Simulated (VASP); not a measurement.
# Hg (Fd-3m) in VASP: electric field gradients with PBE

Aim: the electric field gradients of Hg with PBE.

All numbers are computed with VASP 6.6.1; they aren't measurements. Logs are shortened: lines on timing, memory, paths and dates and some standing lists are left out, and cuts for length are marked.

### Step 1. The cell of the first run

It takes space group Fd-3m (No. 227, cubic). Conventional cell: a = 6.661 Å, b = 6.661 Å, c = 6.661 Å, α = 90.00°, β = 90.00°, γ = 90.00°. Hg (site symmetry -43m) has 4 Hg at 2.88 Å within 3.8 Å.

### Step 2. Electric field gradients, PBE

Contents of INCAR:

```
PREC = Accurate
ENCUT = 520
EDIFF = 1E-8
ISMEAR = -1
SIGMA = 0.05
LREAL = False
LASPH = True
NELM = 60
ALGO = Normal
ISIF = 2
LWAVE = False
LCHARG = False
GGA = PE
LEFG = True
NBANDS = 19
```

Contents of KPOINTS:

```
Automatic mesh
0
Gamma
  8 8 8
```

Contents of POSCAR:

```
Hg
1.0
    0.0000000000      3.3303445432      3.3303445432
    3.3303445432      0.0000000000      3.3303445432
    3.3303445432      3.3303445432      0.0000000000
Hg
2
Direct
   -0.1250000000     -0.1250000000     -0.1250000000
    0.1250000000      0.1250000000      0.1250000000
```

Potentials or basis: VASP PAW PBE potentials, release 64 (Hg).

The run is started by

```
$ cat potpaw_PBE.64/Hg/POTCAR > POTCAR
$ mpirun -np 1 vasp_std > vasp.out
```

OUTCAR:

```text
PREC = Accurate
   ENCUT = 520
   EDIFF = 1E-8
   ISMEAR = -1
   LREAL = False
   LASPH = True
   NELM = 60
   ISIF = 2
   GGA = PE

 ion  position               nearest neighbor table
   1  0.875  0.875  0.875-   2 2.88   2 2.88   2 2.88   2 2.88
   2  0.125  0.125  0.125-   1 2.88   1 2.88   1 2.88   1 2.88

  LATTYP: Found a face centered cubic cell.
 ALAT       =     6.6606890864

  Lattice vectors:

 A1 = (   0.0000000000,   3.3303445432,   3.3303445432)
 A2 = (   3.3303445432,   0.0000000000,   3.3303445432)
 A3 = (   3.3303445432,   3.3303445432,   0.0000000000)

Analysis of symmetry for initial positions (statically):
=====================================================================
 Subroutine PRICEL returns:
 Original cell was already a primitive cell.

 Routine SETGRP: Setting up the symmetry group for a
 face centered cubic supercell.

 Subroutine GETGRP returns: Found 48 space group operations
 (whereof 12 operations were pure point group operations)
 out of a pool of 48 trial point group operations.

The static configuration has the point symmetry D_3d.
 The point group associated with its full space group is O_h .

Analysis of symmetry for dynamics (positions and initial velocities):
=====================================================================
 Subroutine PRICEL returns:
 Original cell was already a primitive cell.

 Routine SETGRP: Setting up the symmetry group for a
 face centered cubic supercell.

 Subroutine GETGRP returns: Found 48 space group operations
 (whereof 12 operations were pure point group operations)
 out of a pool of 48 trial point group operations.

The dynamic configuration has the point symmetry D_3d.
 The point group associated with its full space group is O_h .

 Subroutine INISYM returns: Found 48 space group operations
 (whereof 12 operations are pure point group operations),
 and found     1 'primitive' translations

----------------------------------------------------------------------------------------

                                     Primitive cell

  volume of cell :      73.8750

  direct lattice vectors                    reciprocal lattice vectors
     0.000000000  3.330344543  3.330344543    -0.150134616  0.150134616  0.150134616
     3.330344543  0.000000000  3.330344543     0.150134616 -0.150134616  0.150134616
     3.330344543  3.330344543  0.000000000     0.150134616  0.150134616 -0.150134616

  length of vectors
     4.709818420  4.709818420  4.709818420     0.260040783  0.260040783  0.260040783

  position of ions in fractional coordinates (direct lattice)
     0.875000000  0.875000000  0.875000000
     0.125000000  0.125000000  0.125000000

  ion indices of the primitive-cell ions
   primitive index   ion index
                 1           1
                 2           2

----------------------------------------------------------------------------------------

 KPOINTS: Automatic mesh

Automatic generation of k-mesh.
 Grid dimensions read from file:
 generate k-points for:    8    8    8

 Generating k-lattice:

  Cartesian coordinates                     Fractional coordinates (reciprocal lattice)
    -0.018766827  0.018766827  0.018766827     0.125000000  0.000000000  0.000000000
     0.018766827 -0.018766827  0.018766827     0.000000000  0.125000000  0.000000000
     0.018766827  0.018766827 -0.018766827     0.000000000  0.000000000  0.125000000

  Length of vectors
     0.032505098  0.032505098  0.032505098

  Shift w.r.t. Gamma in fractional coordinates (k-lattice)
     0.000000000  0.000000000  0.000000000

 Subroutine IBZKPT returns following result:
 ===========================================

 Found     29 irreducible k-points:

 Following reciprocal coordinates:
            Coordinates               Weight
  0.000000  0.000000  0.000000      1.000000
  0.125000  0.000000  0.000000      8.000000
  0.250000  0.000000  0.000000      8.000000
  0.375000  0.000000  0.000000      8.000000
  0.500000  0.000000  0.000000      4.000000
  0.125000  0.125000  0.000000      6.000000
[... 16 lines left out ...]
  0.500000  0.250000  0.125000     48.000000
 -0.375000  0.250000  0.125000     24.000000
 [... further k-points ...]
   k-points           NKPTS =     29   k-points in BZ     NKDIM =     29   number of bands    NBANDS=     19
   number of dos      NEDOS =    301   number of ions     NIONS =      2
   total plane-waves  NPLWV =  46656
   dimension x,y,z NGX =    36 NGY =   36 NGZ =   36
   dimension x,y,z NGXF=    72 NGYF=   72 NGZF=   72
   ions per type =               2
   NGX,Y,Z   is equivalent  to a cutoff of  12.71, 12.71, 12.71 a.u.
   NGXF,Y,Z  is equivalent  to a cutoff of  25.41, 25.41, 25.41 a.u.
 SYSTEM =  unknown system
   PREC   = accura    normal or accurate (medium, high low for compatibility)
   ISTART =      0    job   : 0-new  1-cont  2-samecut
   ICHARG =      2    charge: 1-file 2-atom 10-const
   ISPIN  =      1    spin polarized calculation?
   LNONCOLLINEAR =      F non collinear calculations
   LSORBIT =      F    spin-orbit coupling
   LASPH  =      T    aspherical Exc in radial PAW
   ENCUT  =  520.0 eV  38.22 Ry    6.18 a.u.   8.76  8.76  8.76*2*pi/ulx,y,z
   NELM   =     60;   NELMIN=  2; NELMDL= -5     # of ELM steps
   EDIFF  = 0.1E-07   stopping-criterion for ELM
   LREAL  =      F    real-space projection
   EDIFFG = 0.1E-06   stopping-criterion for IOM
   NSW    =      0    number of steps for IOM
   IBRION =     -1    ionic relax: 0-MD 1-quasi-New 2-CG
   NFREE  =      0    steps in history (QN), initial steepest desc. (CG)
   ISIF   =      2    stress and relaxation
   ISYM   =      2    0-nonsym 1-usesym 2-fastsym
   POTIM  = 0.5000    time-step for ionic-motion
   TEBEG  =    0.0;   TEEND  =   0.0 temperature during run
   PSTRESS=    0.0 pullay stress
   NELECT =      24.0000    total number of electrons
   NUPDOWN=      -1.0000    fix difference up-down
   EMIN   =  10.00;   EMAX   =-10.00  energy-range for DOS
   EFERMI =   0.00;   METHOD = LEGACY
   ISMEAR =    -1;   SIGMA  =   0.05  broadening in eV -4-tet -1-fermi 0-gaus
   EFERMI_NEDOS =   21; number of points for ismear=-14 and -15
   IALGO  =     38    algorithm
   IMIX   =      4    mixing-type and parameters
     AMIX     =   0.40;   BMIX     =  1.00
     AMIX_MAG =   1.60;   BMIX_MAG =  1.00
  volume/ion in A,a.u.               =      36.94       249.27
  Fermi-wavevector in a.u.,A,eV,Ry     =   1.125415  2.126726 17.232584  1.266559
  Thomas-Fermi vector in A             =   2.262092
   LORBIT       =      0    0 simple, 1 ext, 2 COOP (PROOUT), +10 PAW based schemes
   GGA     = PE    functional components
   LHFCALC =     F    Hartree Fock is set to
   AEXX    =    0.0000 exact exchange contribution
   IVDW    =     0    specifies the selected vdW correction
   LEPSILON=     F    determine dielectric tensor
   LRPA    =     F    only Hartree local field effects (RPA)
 non-spin polarized calculation
  energy-cutoff  :      520.00
  volume of cell :       73.88
 maximum number of plane-waves:      2012
   NGX = 17   NGY = 17   NGZ = 17

 number of electron      23.9999998 magnetization

 Free energy of the ion-electron system (eV)
  ---------------------------------------------------
  ext. energy  EPLUGINS =         0.00000000
  ---------------------------------------------------
  free energy    TOTEN  =        -0.07261539 eV

  energy without entropy =       -0.06193558  energy(sigma->0) =       -0.06727548

 E-fermi :   0.7292     XC(G=0):  -8.2384

 val. band max:        0.6350065215   @ k =  -0.2500   0.3750   0.1250
 cond. band min:       0.7743885252   @ k =  -0.3750   0.3750   0.1250
 fundamental gap:      0.1393820037
 Fermi energy:         0.7292157736

 k-point     1 :       0.0000    0.0000    0.0000
  band No.  band energies     occupation
      1      -7.0170      2.00000
      2      -7.0170      2.00000
      3      -7.0170      2.00000
      4      -6.9522      2.00000
      5      -6.9522      2.00000
      6      -6.8875      2.00000
[... 11 lines left out ...]
     18       6.8409      0.00000
     19       7.2832      0.00000

 k-point     2 :       0.1250    0.0000    0.0000
  band No.  band energies     occupation
      1      -7.0746      2.00000
      2      -7.0746      2.00000
      3      -7.0212      2.00000
      4      -6.8709      2.00000
      5      -6.8709      2.00000
      6      -6.8104      2.00000
[... 476 lines left out ...]
 k-point    24 :      -0.3750    0.2500    0.1250
  band No.  band energies     occupation
      1      -7.2158      2.00000
      2      -7.1594      2.00000
      3      -6.9614      2.00000
      4      -6.7063      2.00000
      5      -6.6466      2.00000
      6      -6.5720      2.00000
[... 11 lines left out ...]
     18       9.7351      0.00000
     19      10.7535      0.00000

 [... further k-points ...]
[... 5 lines left out ...]
  --------------------------------------------------------------------------------------
  -------------------------------------------------------------------------------------
  Total        0.9646393      0.9646393      0.9646393     -0.0000000     -0.0000000      0.0000000
  in kB       20.9207876     20.9207876     20.9207876     -0.0000000     -0.0000000      0.0000000
  external PRESSURE =      20.9207876 kB  Pullay stress =       0.0000000 kB

 VOLUME and BASIS-vectors are now :
 -----------------------------------------------------------------------------
  energy-cutoff  :      520.00
  volume of cell :       73.88
      direct lattice vectors                 reciprocal lattice vectors
     0.000000000  3.330344543  3.330344543    -0.150134616  0.150134616  0.150134616
     3.330344543  0.000000000  3.330344543     0.150134616 -0.150134616  0.150134616
     3.330344543  3.330344543  0.000000000     0.150134616  0.150134616 -0.150134616

 POSITION                                       TOTAL-FORCE (eV/Angst)
 -----------------------------------------------------------------------------------
      5.82810      5.82810      5.82810        -0.000000     -0.000000      0.000000
      0.83259      0.83259      0.83259         0.000000      0.000000     -0.000000
 -----------------------------------------------------------------------------------
    total drift:                                0.000000      0.000000      0.000000

  FREE ENERGIE OF THE ION-ELECTRON SYSTEM (eV)
  ---------------------------------------------------
  free  energy   TOTEN  =        -0.0726153904 eV

  energy  without entropy=       -0.0619355779  energy(sigma->0) =       -0.06727548

 Electric field gradients (V/A^2)
---------------------------------------------------------------------
 ion       V_xx      V_yy      V_zz      V_xy      V_xz      V_yz
---------------------------------------------------------------------
   1       0.000    -0.000    -0.000     0.001     0.001     0.001
   2       0.000    -0.000    -0.000     0.001     0.001     0.001
---------------------------------------------------------------------

 Electric field gradients after diagonalization (V/A^2)
 (convention: |V_zz| > |V_xx| > |V_yy|)
----------------------------------------------------------------------
 ion       V_xx      V_yy      V_zz     asymmetry (V_yy - V_xx)/ V_zz
----------------------------------------------------------------------
   1      -0.001    -0.001     0.001       0.000
   2      -0.001    -0.001     0.001       0.000
----------------------------------------------------------------------

           NMR quadrupolar parameters

 Cq : quadrupolar parameter    Cq=e*Q*V_zz/h
 eta: asymmetry parameters     (V_yy - V_xx)/ V_zz
 Q  : nuclear electric quadrupole moment in mb (millibarn)
----------------------------------------------------------------------
 ion       Cq(MHz)       eta       Q (mb)
----------------------------------------------------------------------
   1       0.000       0.000       1.000
   2       0.000       0.000       1.000
----------------------------------------------------------------------
```

Run time: 28 s. Hardware: 1 thread of Intel Xeon Platinum 8488C (Sapphire Rapids), shared host; peak memory 0.21 GiB.

Results:

| Quantity | Value |
| --- | --- |
| Free energy | -0.0726 eV |
| Pressure | 2.1 GPa |
| Band gap on the k mesh | zero (bands 12 and 13 overlap by 2.93 eV) |
| Largest electric field gradient by atom | zero within the noise of the run |

Caveat: spin-orbit coupling is left out, which moves the levels of the heavy elements.
